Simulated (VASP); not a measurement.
Zn2Si2N:

```
Zn Si N
1.0
     3.09998   -3.22176    0.00000
     3.09998    3.22176    0.00000
     0.00000    0.00000    3.37207
Zn Si N
2 2 1
Direct
  0.25753 0.25753 0.00000
  0.74247 0.74247 0.00000
  0.75408 0.24592 0.50000
  0.24592 0.75408 0.50000
  0.50000 0.50000 0.00000
```

The cell was generated, and may not be a known phase.

```yaml
Program: VASP 6.6.1
Task: relaxation of cell and atoms
Functional: PBE
Potentials_or_basis: VASP PAW PBE potentials, release 64 (Zn, Si, N)
Cutoff: 600 eV
k_mesh: 4 × 4 × 6
Occupations: gaussian, width 0.1 eV
Spin: no spin polarisation
```

At the start: pressure 43.0 GPa; volume 13.47 Å³/atom.

Q: Where does the relaxation end?

A: Over 43 steps the energy falls by 1319.2 meV/atom and the volume is 13.95 Å³/atom (+3.5 %); space group Cmmm (No. 65, to 0.1 Å) before and after.

The path:
```
step  energy change (eV)  largest force (eV/Å)  pressure (GPa)  volume (Å³)
   1              0.0000               17.2068           42.96        67.36
   3             -2.6875                2.2586           -9.39       100.72
   5             -4.8627                1.3667          -11.40        82.26
   7             -5.4970                0.5058           -3.96        73.71
   9             -5.7276                0.6651           -1.43        70.39
  11             -5.9605                0.5238           12.65        60.32
  13             -6.0751                0.1461           16.69        58.49
  15             -6.4096                0.1827            5.15        63.07
  17             -6.4623                0.2395           -0.57        66.47
  19             -6.4716                0.1875           -0.15        66.26
  21             -6.4867                0.1370           -0.47        67.05
  23             -6.4916                0.1220           -0.38        66.70
  25             -6.4963                0.1011           -0.18        66.64
  27             -6.5197                0.1468            2.11        65.61
  29             -6.5199                0.1629            2.41        65.52
  31             -6.5256                0.1881            2.64        65.62
  33             -6.5275                0.0960            4.13        66.01
  35             -6.5419                0.1420            2.82        66.29
  37             -6.5894                0.1128           -1.06        70.13
  39             -6.5923                0.1146           -0.62        69.86
  41             -6.5943                0.1649           -0.21        69.90
  43             -6.5959                0.0128           -0.08        69.74
```

Final structure:
```
CELL_PARAMETERS angstrom
4.26077 -3.07549 0.00000
4.26077 3.07549 0.00000
0.00000 0.00000 2.66098
ATOMIC_POSITIONS crystal
Zn 0.18087 0.18087 0.00000
Zn 0.81913 0.81913 0.00000
Si 0.72696 0.27304 0.50000
Si 0.27304 0.72696 0.50000
N 0.50000 0.50000 0.00000
```

Caveat: a cell axis changed by over 15 % at a fixed basis, so the end point is rough; an odd number of electrons without spin polarisation forces a metal; a magnetic or distorted state may lie lower.
